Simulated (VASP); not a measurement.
# MgNb4O10 (P1) in VASP: electric field gradients with r2SCAN

Aim: the electric field gradients of MgNb4O10 with r2SCAN.

Everything below comes from runs of VASP 6.6.1. Logs are shortened: lines on timing, memory, paths and dates and some standing lists are left out, and cuts for length are marked.

### Step 1. The cell of the first run

The typed cell holds 15 atoms: a = 5.113 Å, b = 5.689 Å, c = 7.020 Å, α = 76.97°, β = 69.22°, γ = 89.94°.

### Step 2. Electric field gradients, r2SCAN

The input, POSCAR:

```
MgNb4O10
1.0
    5.1130239858      0.0000000000      0.0000000000
    0.0061240850      5.6894402633      0.0000000000
    2.4901896027      1.5797439305      6.3708670390
Mg Nb O
1 4 10
Direct
    0.2382480000      0.3497680000      0.0569880000
    0.8731240000      0.2741880000      0.7404240000
    0.5937650000      0.1979570000      0.3374360000
    0.1303620000      0.7317580000      0.2727500000
    0.3982660000      0.7953520000      0.6800150000
    0.8727980000      0.3704370000      0.3927680000
    0.2483070000      0.1502900000      0.6037740000
    0.1335710000      0.6390400000      0.5908800000
    0.7402430000      0.8473960000      0.3997960000
    0.1359280000      0.7277940000      0.0003090000
    0.8937650000      0.2465420000      0.0113590000
    0.4200950000      0.4986870000      0.2297760000
    0.6550310000      0.9991990000      0.7693760000
    0.5542700000      0.4801490000      0.7802810000
    0.3381530000      0.0366820000      0.2081420000
```

The input, INCAR.step1:

```
SYSTEM = MgNb4O10
PREC = Accurate ; ENCUT = 580
ISMEAR = -1 ; SIGMA = 0.05
LREAL = .False. ; LASPH = .True.
NELM = 120 ; NBANDS = 70
GGA = PE ; ALGO = Normal
EDIFF = 1E-5 ; LWAVE = .True.
LCHARG = .False. ; GGA_COMPAT = .False.
KPAR = 4
```

The input, INCAR.step2:

```
SYSTEM = MgNb4O10
PREC = Accurate ; ENCUT = 580
EDIFF = 1E-7 ; ISMEAR = -1
SIGMA = 0.05 ; LREAL = .False.
LASPH = .True. ; NELM = 120
ALGO = Normal ; ISIF = 2
LWAVE = .False. ; LCHARG = .False.
METAGGA = R2SCAN ; LMIXTAU = .True.
LEFG = .True. ; NBANDS = 70
ISTART = 1 ; GGA_COMPAT = .False.
KPAR = 4
```

The input, KPOINTS:

```
Automatic mesh
0
Gamma
  6 6 5
  0 0 0
```

Potentials or basis: VASP PAW PBE potentials, release 64 (Mg, Nb_sv, O).

Command:

```bash
cat potpaw_PBE.64/Mg/POTCAR potpaw_PBE.64/Nb_sv/POTCAR potpaw_PBE.64/O/POTCAR > POTCAR
cp INCAR.step1 INCAR
mpirun -np 4 vasp_std > vasp.out
cp INCAR.step2 INCAR
mpirun -np 4 vasp_std > vasp.out
```

OUTCAR:

```text
SYSTEM = MgNb4O10
   PREC = Accurate
   ENCUT = 580
   EDIFF = 1E-7
   ISMEAR = -1
   LREAL = .False.
   LASPH = .True.
   NELM = 120
   ISIF = 2
   METAGGA = R2SCAN
   ISTART = 1

 ion  position               nearest neighbor table
   1  0.238  0.350  0.057-  11 2.01  14 2.02  15 2.02  12 2.08  10 2.19   6 2.46   4 2.87   5 3.09
                             3 3.11   3 3.18   2 3.31
   2  0.873  0.274  0.740-  13 1.85  11 1.91  14 1.98   7 2.02   8 2.28   6 2.38   1 3.31
   3  0.594  0.198  0.337-   6 1.93   7 2.03  12 2.04   9 2.14  15 2.14  11 2.21   5 2.80   1 3.11
                             1 3.18
   4  0.130  0.732  0.273-  10 1.91  15 1.91  12 1.98   9 2.05   8 2.18   6 2.26   1 2.87
   5  0.398  0.795  0.680-   8 1.97  14 2.04   9 2.08  13 2.09  10 2.12   7 2.18   3 2.80   1 3.09

   6  0.873  0.370  0.393-   3 1.93   4 2.26   2 2.38   1 2.46
   7  0.248  0.150  0.604-   2 2.02   3 2.03   5 2.18
   8  0.134  0.639  0.591-   5 1.97   4 2.18   2 2.28
   9  0.740  0.847  0.400-   4 2.05   5 2.08   3 2.14
  10  0.136  0.728  0.000-   4 1.91   5 2.12   1 2.19
  11  0.894  0.247  0.011-   2 1.91   1 2.01   3 2.21
  12  0.420  0.499  0.230-   4 1.98   3 2.04   1 2.08
  13  0.655  0.999  0.769-   2 1.85   5 2.09
  14  0.554  0.480  0.780-   2 1.98   1 2.02   5 2.04
  15  0.338  0.037  0.208-   4 1.91   1 2.02   3 2.14

  LATTYP: Found a triclinic cell.
 ALAT       =     7.0202978549
 B/A-ratio  =     0.7283200929
 C/A-ratio  =     0.8104276595
 COS(alpha) =     0.0010763944
 COS(beta)  =     0.2254068807
 COS(gamma) =     0.3547128134

  Lattice vectors:

 A1 = (   2.4901896027,   1.5797439305,   6.3708670390)
 A2 = (   5.1130239858,   0.0000000000,   0.0000000000)
 A3 = (   0.0061240850,   5.6894402633,   0.0000000000)

Analysis of symmetry for initial positions (statically):
=====================================================================
 Subroutine PRICEL returns:
 Original cell was already a primitive cell.

 Routine SETGRP: Setting up the symmetry group for a
 triclinic supercell.

 Subroutine GETGRP returns: Found  1 space group operations
 (whereof  1 operations were pure point group operations)
 out of a pool of  2 trial point group operations.

The static configuration has the point symmetry C_1 .

Analysis of symmetry for dynamics (positions and initial velocities):
=====================================================================
 Subroutine PRICEL returns:
 Original cell was already a primitive cell.

 Routine SETGRP: Setting up the symmetry group for a
 triclinic supercell.

 Subroutine GETGRP returns: Found  1 space group operations
 (whereof  1 operations were pure point group operations)
 out of a pool of  2 trial point group operations.

The dynamic configuration has the point symmetry C_1 .

 Subroutine INISYM returns: Found  1 space group operations
 (whereof  1 operations are pure point group operations),
 and found     1 'primitive' translations

----------------------------------------------------------------------------------------

                                     Primitive cell

  volume of cell :     185.3301

  direct lattice vectors                    reciprocal lattice vectors
     5.113023986  0.000000000  0.000000000     0.195578977 -0.000210520 -0.076394024
     0.006124085  5.689440263  0.000000000     0.000000000  0.175764215 -0.043583150
     2.490189603  1.579743931  6.370867039     0.000000000  0.000000000  0.156964506

  length of vectors
     5.113023986  5.689443559  7.020297855     0.209969587  0.181087134  0.156964506

  position of ions in fractional coordinates (direct lattice)
     0.238248000  0.349768000  0.056988000
     0.873124000  0.274188000  0.740424000
     0.593765000  0.197957000  0.337436000
     0.130362000  0.731758000  0.272750000
     0.398266000  0.795352000  0.680015000
     0.872798000  0.370437000  0.392768000
[... 135 lines left out ...]

 number of electron     113.9999998 magnetization

 Free energy of the ion-electron system (eV)
  ---------------------------------------------------
  ext. energy  EPLUGINS =         0.00000000
  ---------------------------------------------------
  free energy    TOTEN  =      -206.10787949 eV

  energy without entropy =     -206.10728358  energy(sigma->0) =     -206.10758153

 E-fermi :   6.3291     XC(G=0): -11.3959

 val. band max:        6.0574275581   @ k =  -0.3333  -0.1667   0.4000
 cond. band min:       6.5670594509   @ k =  -0.1667  -0.1667   0.4000
 fundamental gap:      0.5096318928
 Fermi energy:         6.3290545901

 k-point     1 :       0.0000    0.0000    0.0000
  band No.  band energies     occupation
      1     -52.8983      2.00000
      2     -52.7947      2.00000
      3     -52.2298      2.00000
      4     -52.1416      2.00000
      5     -28.4096      2.00000
      6     -28.3239      2.00000
[... 1717 lines left out ...]
     68       9.0882      0.00000
     69       9.9612      0.00000

 [... further k-points ...]

 [bands above 69 left out]

------------------------ aborting loop because EDIFF is reached ----------------------------------------

  FORCE on cell =-STRESS in cart. coord.  units (eV):
  Direction    XX          YY          ZZ          XY          YZ          ZX
  --------------------------------------------------------------------------------------
  -------------------------------------------------------------------------------------
  Total      -11.4225657    -11.3591397    -10.5389426     -0.6834374      0.0763030     -0.3235952
  in kB      -98.7480060    -98.1996880    -91.1090902     -5.9083120      0.6596388     -2.7974785
  external PRESSURE =     -96.0189281 kB  Pullay stress =       0.0000000 kB

 VOLUME and BASIS-vectors are now :
 -----------------------------------------------------------------------------
  energy-cutoff  :      580.00
  volume of cell :      185.33
      direct lattice vectors                 reciprocal lattice vectors
     5.113023986  0.000000000  0.000000000     0.195578977 -0.000210520 -0.076394024
     0.006124085  5.689440263  0.000000000     0.000000000  0.175764215 -0.043583150
     2.490189603  1.579743931  6.370867039     0.000000000  0.000000000  0.156964506

 POSITION                                       TOTAL-FORCE (eV/Angst)
 -----------------------------------------------------------------------------------
      1.36222      2.08001      0.36306         0.015770      0.072742     -0.015086
      6.30978      2.72966      4.71714        -0.298854     -0.382460      0.313995
      3.87743      1.65933      2.14976        -0.022680      0.084849      0.250923
      1.35022      4.59417      1.73765         0.133411     -0.029347     -0.392969
      3.73458      5.59936      4.33229         0.138799      0.115379     -0.176947
      5.44297      2.72805      2.50227        -0.292703     -0.133310     -0.049990
      2.77403      1.80887      3.84656        -0.177322      0.031110      0.000172
      2.15827      4.56922      3.76442         0.215180      0.057394     -0.084403
      4.78564      5.45278      2.54705         0.218167      0.037044     -0.029398
      0.70023      4.14123      0.00197         0.397303      0.059268      0.490299
      4.59964      1.42063      0.07237        -0.193957     -0.036377     -0.424435
      2.72320      3.20024      1.46387        -0.379883      0.097537      0.135086
      5.27120      6.90030      4.90159         0.253920      0.531177     -0.213199
      4.77998      3.96442      4.97107         0.191820     -0.130300     -0.068291
      2.24752      0.53751      1.32605        -0.198970     -0.374707      0.264244
 -----------------------------------------------------------------------------------
    total drift:                               -0.000476      0.000428     -0.000290

  FREE ENERGIE OF THE ION-ELECTRON SYSTEM (eV)
  ---------------------------------------------------
  free  energy   TOTEN  =      -206.1078794860 eV

  energy  without entropy=     -206.1072835834  energy(sigma->0) =     -206.10758153

 Electric field gradients (V/A^2)
---------------------------------------------------------------------
 ion       V_xx      V_yy      V_zz      V_xy      V_xz      V_yz
---------------------------------------------------------------------
   1      -5.934     2.726     3.208    -4.984    -4.752     5.157
   2     -47.533   -24.039    71.573    25.305    32.374   -43.067
   3     -21.797   -28.819    50.617    22.067    34.965    25.677
   4      22.006   -21.215    -0.791    34.459    14.264   -42.475
   5      13.941   -20.413     6.473    -4.394    22.713    18.148
   6     -19.884    -2.819    22.704    15.954     9.445     4.444
   7      -1.547     0.416     1.131   -22.168    -8.885     0.010
   8     -14.789     2.738    12.051    26.567     6.566   -10.358
   9       3.478    -4.794     1.317   -24.600    -9.118    -1.558
  10     -13.311    -7.801    21.111    -0.641    -7.075    -9.621
  11       0.437   -27.479    27.042     2.193    -3.584     4.326
  12      17.452    14.650   -32.103   -22.768    -0.625     5.970
  13      -0.073     1.161    -1.088     8.887     3.083    -5.800
  14       6.531     4.673   -11.204   -20.734    -5.962    -4.488
  15       5.590     1.445    -7.035    14.062    10.457    -9.852
---------------------------------------------------------------------

 Electric field gradients after diagonalization (V/A^2)
 (convention: |V_zz| > |V_xx| > |V_yy|)
----------------------------------------------------------------------
 ion       V_xx      V_yy      V_zz     asymmetry (V_yy - V_xx)/ V_zz
----------------------------------------------------------------------
   1      -8.753    -2.182    10.935       0.601
   2     -80.933   -10.627    91.560       0.768
   3     -47.830   -26.947    74.776       0.279
   4      44.062    24.941   -69.003       0.277
   5     -34.363    -0.294    34.657       0.983
   6      27.009     3.102   -30.111       0.794
   7      23.394     1.025   -24.419       0.916
   8      24.063    12.620   -36.682       0.312
   9      25.795     1.596   -27.391       0.883
  10     -15.793    -9.360    25.153       0.256
  11      27.808     0.228   -28.036       0.984
  12     -32.977    -6.177    39.153       0.684
  13       9.963     2.014   -11.978       0.664
  14     -20.814    -5.583    26.397       0.577
  15      17.854     5.443   -23.297       0.533
----------------------------------------------------------------------

           NMR quadrupolar parameters

 Cq : quadrupolar parameter    Cq=e*Q*V_zz/h
 eta: asymmetry parameters     (V_yy - V_xx)/ V_zz
 Q  : nuclear electric quadrupole moment in mb (millibarn)
----------------------------------------------------------------------
 ion       Cq(MHz)       eta       Q (mb)
----------------------------------------------------------------------
   1       0.026       0.601       1.000
   2       0.221       0.768       1.000
   3       0.181       0.279       1.000
   4      -0.167       0.277       1.000
   5       0.084       0.983       1.000
   6      -0.073       0.794       1.000
   7      -0.059       0.916       1.000
   8      -0.089       0.312       1.000
   9      -0.066       0.883       1.000
  10       0.061       0.256       1.000
  11      -0.068       0.984       1.000
  12       0.095       0.684       1.000
  13      -0.029       0.664       1.000
  14       0.064       0.577       1.000
  15      -0.056       0.533       1.000
----------------------------------------------------------------------
```

It took 15 min on 4 MPI ranks of Intel Xeon 6975P-C (Granite Rapids), shared host; peak memory 1.1 GiB.

Results:

```
Free energy                             : -206.1079 eV
Pressure                                : -9.6 GPa
Largest force                           : 0.634 eV/Å
Band gap on the k mesh                  : 0.51 eV (least direct gap 0.55 eV)
Largest electric field gradient by atom : Mg +10.9; Nb +91.6, +74.8, -69.0, +34.7; O -30.1, -24.4, -36.7, -27.4, +25.2, -28.0, +39.2, -12.0, +26.4, -23.3 V/Å²
```

Forces in eV/Å, atoms in the order of the input:
```
Mg   0.016  0.073 -0.015
Nb  -0.299 -0.382  0.314
Nb  -0.023  0.085  0.251
Nb   0.133 -0.029 -0.393
Nb   0.139  0.115 -0.177
O   -0.293 -0.133 -0.050
O   -0.177  0.031  0.000
O    0.215  0.057 -0.084
O    0.218  0.037 -0.029
O    0.397  0.059  0.490
O   -0.194 -0.036 -0.424
O   -0.380  0.098  0.135
O    0.254  0.531 -0.213
O    0.192 -0.130 -0.068
O   -0.199 -0.375  0.264
```

Electric field gradients, principal values (V/Å²):
| atom | least | middle | greatest (by size) |
| --- | --- | --- | --- |
| 1 Mg | -2.182 | -8.753 | 10.935 |
| 2 Nb | -10.627 | -80.933 | 91.560 |
| 3 Nb | -26.947 | -47.830 | 74.776 |
| 4 Nb | 24.941 | 44.062 | -69.003 |
| 5 Nb | -0.294 | -34.363 | 34.657 |
| 6 O | 3.102 | 27.009 | -30.111 |
| 7 O | 1.025 | 23.394 | -24.419 |
| 8 O | 12.620 | 24.063 | -36.682 |
| 9 O | 1.596 | 25.795 | -27.391 |
| 10 O | -9.360 | -15.793 | 25.153 |
| 11 O | 0.228 | 27.808 | -28.036 |
| 12 O | -6.177 | -32.977 | 39.153 |
| 13 O | 2.014 | 9.963 | -11.978 |
| 14 O | -5.583 | -20.814 | 26.397 |
| 15 O | 5.443 | 17.854 | -23.297 |

Caveat: the cell stands under tension; without QUAD_EFG the Cq values of the log hold for a quadrupole moment of 1 mb, not for the nuclei; the PAW data sets were made with another functional, which shifts forces and pressure a little. A k mesh can miss the band edges.
